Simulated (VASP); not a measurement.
## MgFeC4N4: single point with PBE

Crystal: MgFeC4N4.

```xyz
10
Lattice="5.9813 0.0000 0.0000 0.0000 5.9813 0.0000 0.0000 0.0000 5.9813" Properties=species:S:1:pos:R:3 pbc="T T T"
Mg    0.0000    0.0000    0.0000
Fe    2.9907    2.9907    2.9907
C     1.1432    1.1432    1.1432
C     1.1432    4.8382    4.8382
C     4.8382    1.1432    4.8382
C     4.8382    4.8382    1.1432
N     1.8187    1.8187    1.8187
N     1.8187    4.1627    4.1627
N     4.1627    1.8187    4.1627
N     4.1627    4.1627    1.8187
```

| Quantity | Value |
| --- | --- |
| Program | VASP 6.6.1 |
| Task | single point |
| Functional | PBE |
| Potentials or basis | VASP PAW PBE potentials, release 64 (Mg, Fe, C, N) |
| Cutoff | 520 eV |
| k mesh | 4 × 4 × 4 |
| Occupations | gaussian, width 0.1 eV |
| Spin | collinear spin, ferromagnetic start |
| Starting moments | [0.0, 4.0, 0.0, 0.0, 0.0, 0.0, 0.0, 0.0, 0.0, 0.0] μB |
| Dipole correction | no |
| Further INCAR settings | ALGO = Normal; EDIFF = 1e-06; NBANDS = 38 |

- Pressure: 3.4 GPa
- Largest force: 2.136 eV/Å
- Band gap on the k mesh: zero (filled and empty bands overlap)
- Net moment: 4.00 μB per cell
- Site moments: Mg +0.00; Fe +3.52; C +0.03; N +0.02 μB
- Valence electrons inside the program's atomic spheres: Mg 0.55; Fe 6.74; C 2.62; N 3.89

Forces in eV/Å, atoms in the order of the input:
```
Mg   0.000  0.000  0.000
Fe   0.000  0.000  0.000
C    1.233  1.233  1.233
C    1.233 -1.233 -1.233
C   -1.233  1.233 -1.233
C   -1.233 -1.233  1.233
N    0.422  0.422  0.422
N    0.422 -0.422 -0.422
N   -0.422  0.422 -0.422
N   -0.422 -0.422  0.422
```

Levels at points of the mesh, in eV from the Fermi level:
Spin up:
```
           k point  band 22  band 23  band 24  band 25  band 26  band 27  band 28  band 29
(0.00, 0.00, 0.00)    -2.56    -2.04    -2.04    -2.04     3.08     3.08     3.08     3.72
(0.50, 0.00, 0.00)    -2.44    -2.04    -1.86    -1.86     3.28     3.28     3.42     3.52
(0.50, 0.50, 0.00)    -2.37    -2.07    -1.86    -1.86     3.44     3.50     3.55     3.55
(0.50, 0.50, 0.50)    -2.45    -2.04    -2.04    -2.04     3.51     3.51     3.51     3.81
```
Spin down:
```csv
k point,band 17,band 18,band 19,band 20,band 21,band 22,band 23,band 24,band 25,band 26
"(0.00, 0.00, 0.00)",-3.65,-3.50,-3.50,-3.50,-0.05,-0.05,0.98,0.98,0.98,3.53
"(0.50, 0.00, 0.00)",-3.78,-3.61,-3.44,-3.44,-0.05,0.06,1.12,1.19,1.19,3.49
"(0.50, 0.50, 0.00)",-3.73,-3.64,-3.43,-3.43,-0.02,0.06,1.10,1.25,1.25,3.62
"(0.50, 0.50, 0.50)",-3.59,-3.53,-3.53,-3.53,-0.02,-0.02,1.12,1.12,1.13,3.78
```

Run time: 6.4 min on 1 thread of Intel Xeon 8259CL (shared host), peak memory 0.49 GiB.

Caveat: the cell stands under pressure; a cell with one magnetic atom can't hold antiferromagnetic order, which such compounds often take; forces of over 1 eV/Å act on the atoms, so gaps and moduli don't describe the material at rest. With open d or f shells a metallic result of PBE can be an artefact of self-interaction; +U or a hybrid may open a gap.
